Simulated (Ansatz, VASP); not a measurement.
Two plane-wave programs on Pb2O

File INCAR:

```
PREC = Accurate ; ENCUT = 520
EDIFF = 1E-6 ; ISMEAR = 0
SIGMA = 0.1 ; LREAL = F
LASPH = T ; NELM = 80
ALGO = Normal ; ISIF = 2
LWAVE = F ; LCHARG = T
GGA = PE ; LELF = T
LVHAR = T ; NBANDS = 43
```

KPOINTS

```
Automatic mesh
0
Gamma
  4 4 4
```

POSCAR

```
Pb2O
1.0
    5.3800000000      0.0000000000      0.0000000000
    0.0000000000      5.3800000000      0.0000000000
    0.0000000000      0.0000000000      5.3800000000
Pb O
4 2
Direct
    0.2500000000      0.2500000000      0.2500000000
    0.7500000000      0.7500000000      0.2500000000
    0.2500000000      0.7500000000      0.7500000000
    0.7500000000      0.2500000000      0.7500000000
    0.0000000000      0.0000000000      0.0000000000
    0.5000000000      0.5000000000      0.5000000000
```

Input for Ansatz:

```yaml
crystal:
  lattice:
    - [5.38, 0.0, 0.0]
    - [0.0, 5.38, 0.0]
    - [0.0, 0.0, 5.38]
  atoms:
    - { symbol: Pb, position: [0.25, 0.25, 0.25] }
    - { symbol: Pb, position: [0.75, 0.75, 0.25] }
    - { symbol: Pb, position: [0.25, 0.75, 0.75] }
    - { symbol: Pb, position: [0.75, 0.25, 0.75] }
    - { symbol: O, position: [0.0, 0.0, 0.0] }
    - { symbol: O, position: [0.5, 0.5, 0.5] }
basis:
  ecutwfc: 420
kpoints:
  mp_grid: { grid: [4, 4, 4] }
hamiltonian:
  xc: pbe
scf:
  occupations: { method: gaussian, width: 0.1 }
output:
  forces: true
  stress: true
  eigenvalues: true
```

Alike in both runs: task single point; functional PBE; k mesh 4 × 4 × 4; occupations gaussian, width 0.1 eV; no spin polarisation.

|  | VASP | Ansatz |
| --- | --- | --- |
| version | VASP 6.6.1 | Ansatz 0.2.0 |
| potentials or method | VASP PAW PBE potentials, release 64 (Pb_d, O), cutoff 520 eV | scalar-relativistic, plane waves, PAW |
| valence electrons in the cell | 68 | 68 |

```tsv
	VASP	Ansatz	Ansatz less VASP
gap on the k mesh at the Fermi level (eV)	none	none	-
pressure (GPa)	2.8	2.7	0.00
```

A gap of «none» marks a metal or a gap that the smearing closes.

Spin-orbit coupling is off throughout.
